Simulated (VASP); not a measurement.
# NaCl in VASP: settings compared, part 2 of 2

VASP 6.6.1. Earlier steps stand in the parts before.

## Step 3: Single point, r2SCAN (strain +3.0%)

File POSCAR:

```
NaCl
1.0
    0.0000000000      2.8867798043      2.8867798043
    2.8867798043      0.0000000000      2.8867798043
    2.8867798043      2.8867798043      0.0000000000
Na Cl
1 1
Direct
    0.0000000000      0.0000000000      0.0000000000
    0.5000000000      0.5000000000      0.5000000000
```

File INCAR.step1:

```
PREC     = Accurate       # precision mode
ENCUT    = 520            # plane-wave cutoff, eV
ISMEAR   = 0              # smearing method
SIGMA    = 0.01           # smearing width, eV
LREAL    = False          # projectors in reciprocal space
LASPH    = True           # aspherical terms in the spheres
NELM     = 60             # most SCF steps
NBANDS   = 14             # bands
GGA      = PE             # functional
ALGO     = Normal         # electronic algorithm
EDIFF    = 1E-4           # SCF threshold, eV
LWAVE    = True           # write WAVECAR
LCHARG   = False          # write CHGCAR
```

File INCAR.step2:

```
PREC     = Accurate       # precision mode
ENCUT    = 520            # plane-wave cutoff, eV
EDIFF    = 1E-7           # SCF threshold, eV
ISMEAR   = 0              # smearing method
SIGMA    = 0.01           # smearing width, eV
LREAL    = False          # projectors in reciprocal space
LASPH    = True           # aspherical terms in the spheres
NELM     = 60             # most SCF steps
ALGO     = Normal         # electronic algorithm
ISIF     = 2              # what is computed and relaxed
LWAVE    = False          # write WAVECAR
LCHARG   = True           # write CHGCAR
METAGGA  = R2SCAN         # meta-GGA
LMIXTAU  = True         
LELF     = True           # ELF
LVHAR    = True         
NBANDS   = 14             # bands
ISTART   = 1
```

File KPOINTS:

```
Automatic mesh
0
Gamma
  8 8 8
```

Potentials or basis: VASP PAW PBE potentials, release 64 (Na_pv, Cl).

Started as:

```
cat potpaw_PBE.64/Na_pv/POTCAR potpaw_PBE.64/Cl/POTCAR > POTCAR
cp INCAR.step1 INCAR
mpirun -np 1 vasp_std > vasp.out
cp INCAR.step2 INCAR
mpirun -np 1 vasp_std > vasp.out
```

Run time: 2.5 min. Hardware: 1 thread of AMD EPYC 7R13, shared host; peak memory 0.14 GiB.

It converged, with:

- Free energy: -13.7583 eV
- Pressure: -2.2 GPa
- Band gap on the k mesh: 5.65 eV

Levels at points of the mesh, in eV from the valence-band top:
| k point | band 3 | band 4 | band 5 | band 6 | band 7 | band 8 | band 9 | band 10 | band 11 | band 12 |
| --- | --- | --- | --- | --- | --- | --- | --- | --- | --- | --- |
| (0.00, 0.00, 0.00) | -21.66 | -13.07 | 0.00 | 0.00 | 0.00 | 5.65 | 11.68 | 11.68 | 11.68 | 13.85 |
| (0.50, 0.00, 0.00) | -21.66 | -12.80 | -1.72 | -0.24 | -0.24 | 7.81 | 11.04 | 11.60 | 11.60 | 15.49 |
| (0.50, 0.50, 0.00) | -21.66 | -12.75 | -1.50 | -0.54 | -0.54 | 8.24 | 8.66 | 11.69 | 15.27 | 15.27 |

Caveat: the cell differs from its parent crystal (strain +3.0%); the PAW data sets were made with another functional, which shifts forces and pressure a little.

## Step 4: Single point, PBE (epitaxial xy strain -3.0%)

File INCAR:

```
SYSTEM = NaCl
ALGO     = Normal         ! electronic algorithm
EDIFF    = 1E-6           ! SCF threshold, eV
ENCUT    = 520            ! plane-wave cutoff, eV
GGA      = PE             ! functional
ISIF     = 2              ! what is computed and relaxed
ISMEAR   = -1             ! smearing method
LASPH    = .TRUE.         ! aspherical terms in the spheres
LCHARG   = .FALSE.        ! write CHGCAR
LREAL    = .FALSE.        ! projectors in reciprocal space
LWAVE    = .FALSE.        ! write WAVECAR
NBANDS   = 14             ! bands
NELM     = 60             ! most SCF steps
PREC     = Accurate       ! precision mode
SIGMA    = 0.02           ! smearing width, eV
```

File KPOINTS:

```
k-points
0
G
  8 8 8
  0 0 0
```

File POSCAR:

```
NaCl
1.0
    0.0000000000      2.7186178739      2.8378127222
    2.7186178739      0.0000000000      2.8378127222
    2.7186178739      2.7186178739      0.0000000000
Na Cl
1 1
Direct
    0.0000000000      0.0000000000      0.0000000000
    0.5000000000      0.5000000000      0.5000000000
```

Potentials or basis: VASP PAW PBE potentials, release 64 (Na_pv, Cl).

Started as:

```
cat potpaw_PBE.64/Na_pv/POTCAR potpaw_PBE.64/Cl/POTCAR > POTCAR
mpirun -np 1 vasp_std > vasp.out
```

OUTCAR:

```text
SYSTEM = NaCl
   EDIFF = 1E-6
   ENCUT = 520
   GGA = PE
   ISIF = 2
   ISMEAR = -1
   LASPH = .TRUE.
   LREAL = .FALSE.
   NELM = 60
   PREC = Accurate

 ion  position               nearest neighbor table
   1  0.000  0.000  0.000-   2 2.72   2 2.72   2 2.72   2 2.72
   2  0.500  0.500  0.500-   1 2.72   1 2.72   1 2.72   1 2.72

  LATTYP: Found a body centered tetragonal cell.
 ALAT       =     3.8447062682
 C/A-ratio  =     1.4762182202

  Lattice vectors:

 A1 = (  -2.7186178739,   0.0000000000,   2.8378127222)
[... 595 lines left out ...]

  FORCE on cell =-STRESS in cart. coord.  units (eV):
  Direction    XX          YY          ZZ          XY          YZ          ZX
  --------------------------------------------------------------------------------------
  -------------------------------------------------------------------------------------
  Total        0.9925684      0.9925684      0.3551344      0.0000000      0.0000000      0.0000000
  in kB       37.9106265     37.9106265     13.5641719      0.0000000      0.0000000      0.0000000
  external PRESSURE =      29.7951416 kB  Pullay stress =       0.0000000 kB

 VOLUME and BASIS-vectors are now :
 -----------------------------------------------------------------------------
  energy-cutoff  :      520.00
  volume of cell :       41.95
      direct lattice vectors                 reciprocal lattice vectors
     0.000000000  2.718617874  2.837812722    -0.183916984  0.183916984  0.176192036
     2.718617874  0.000000000  2.837812722     0.183916984 -0.183916984  0.176192036
     2.718617874  2.718617874  0.000000000     0.183916984  0.183916984 -0.176192036

 POSITION                                       TOTAL-FORCE (eV/Angst)
 -----------------------------------------------------------------------------------
      0.00000      0.00000      0.00000        -0.000000      0.000000      0.000000
      2.71862      2.71862      2.83781         0.000000     -0.000000      0.000000
 -----------------------------------------------------------------------------------
    total drift:                               -0.000000      0.000000      0.000000

  FREE ENERGIE OF THE ION-ELECTRON SYSTEM (eV)
  ---------------------------------------------------
  free  energy   TOTEN  =        -6.7334436698 eV

  energy  without entropy=       -6.7334436697  energy(sigma->0) =       -6.73344367
```

stdout:

```text
POSCAR found type information on POSCAR NaCl
 POSCAR found :  2 types and       2 ions
 scaLAPACK will be used
 LDA part: xc-table for (Slater+PW92), standard interpolation
 POSCAR, INCAR and KPOINTS ok, starting setup
 FFT: planning ... GRIDC
 FFT: planning ... GRID_SOFT
 FFT: planning ... GRID
 WAVECAR not read
 entering main loop
```

Run time: 58 s. Hardware: 1 thread of AMD EPYC 7R13, shared host; peak memory 0.15 GiB.

What came out:

```yaml
Free_energy: -6.7334 eV
Pressure: 3.0 GPa
Band_gap_on_the_k_mesh: 5.36 eV
```

Levels at points of the mesh, in eV from the valence-band top:
```tsv
k point	band 5	band 6	band 7	band 8	band 9	band 10
(0.00, 0.00, 0.00)	-0.02	-0.02	0.00	5.36	10.95	11.29
(0.50, 0.00, 0.00)	-2.15	-0.35	-0.29	7.37	10.92	11.16
(0.50, 0.50, 0.00)	-1.88	-0.61	-0.61	7.75	8.11	11.52
(0.50, 0.00, 0.50)	-1.84	-0.78	-0.64	7.72	7.95	11.93
```

Caveat: the cell differs from its parent crystal (epitaxial xy strain -3.0%).

## Step 5: Single point, PBE (epitaxial 111 strain +0.5%)

File INCAR:

```
ALGO = Normal
EDIFF = 1E-6
ENCUT = 520
GGA = PE
ISIF = 2
ISMEAR = -1
LASPH = T
LCHARG = F
LREAL = F
LWAVE = F
NBANDS = 14
NELM = 100
PREC = Accurate
SIGMA = 0.02
```

File KPOINTS:

```
k-points
0
Gamma
  8 8 8
```

File POSCAR:

```
NaCl
1.0
   -0.0168161930      2.7998961403      2.7998961403
    2.7998961403     -0.0168161930      2.7998961403
    2.7998961403      2.7998961403     -0.0168161930
Na Cl
1 1
Direct
    0.0000000000      0.0000000000      0.0000000000
    0.5000000000      0.5000000000      0.5000000000
```

Started as:

```
cat potpaw_PBE.64/Na_pv/POTCAR potpaw_PBE.64/Cl/POTCAR > POTCAR
mpirun -np 1 vasp_std > vasp.out
```

Wall time 66 s (1 thread of AMD EPYC 7R13, shared host); peak memory 0.15 GiB.

The run converged. Its results:

```
Free energy            : -6.7712 eV
Pressure               : 1.1 GPa
Band gap on the k mesh : 5.13 eV
```

Stress tensor (GPa, compression positive):
```
1.07 0.07 0.07
0.07 1.07 0.07
0.07 0.07 1.07
```

Levels at points of the mesh, in eV from the valence-band top:
| k point | band 5 | band 6 | band 7 | band 8 | band 9 | band 10 |
| --- | --- | --- | --- | --- | --- | --- |
| (0.00, 0.00, 0.00) | -0.03 | -0.03 | 0.00 | 5.13 | 11.07 | 11.07 |
| (0.50, 0.00, 0.00) | -1.99 | -0.30 | -0.28 | 7.28 | 10.68 | 10.96 |
| (0.50, 0.50, 0.00) | -1.71 | -0.65 | -0.61 | 7.55 | 8.05 | 11.39 |
| (0.50, 0.50, 0.50) | -1.98 | -0.31 | -0.31 | 7.25 | 10.77 | 10.93 |

Caveat: the cell differs from its parent crystal (epitaxial 111 strain +0.5%). A k mesh can miss the band edges.

## Step 6: Overview

```tsv
level	cell	smearing	gap on the mesh (eV)	pressure (GPa)
PBE	a = 4.083 Å, angles 60.0°, 2 atoms	fermi-dirac 0.02 eV	4.85	-0.9
r2SCAN	a = 4.083 Å, angles 60.0°, 2 atoms	gaussian 0.01 eV	5.65	-2.2
PBE	a = 3.930, b = 3.930, c = 3.845 Å, angles 60.7, 60.7, 58.6°, 2 atoms	fermi-dirac 0.02 eV	5.36	3.0
PBE	a = 3.960 Å, angles 60.4°, 2 atoms	fermi-dirac 0.02 eV	5.13	1.1
```

Alike in all rows: task single point; potentials or basis VASP PAW PBE potentials, release 64 (Na_pv, Cl); no spin polarisation; k mesh 8 × 8 × 8; cutoff (eV) 520.

Caveats: the PAW data sets were made with another functional, which shifts forces and pressure a little (at least some runs).

Absolute energies hang on the potentials; compare differences alone.
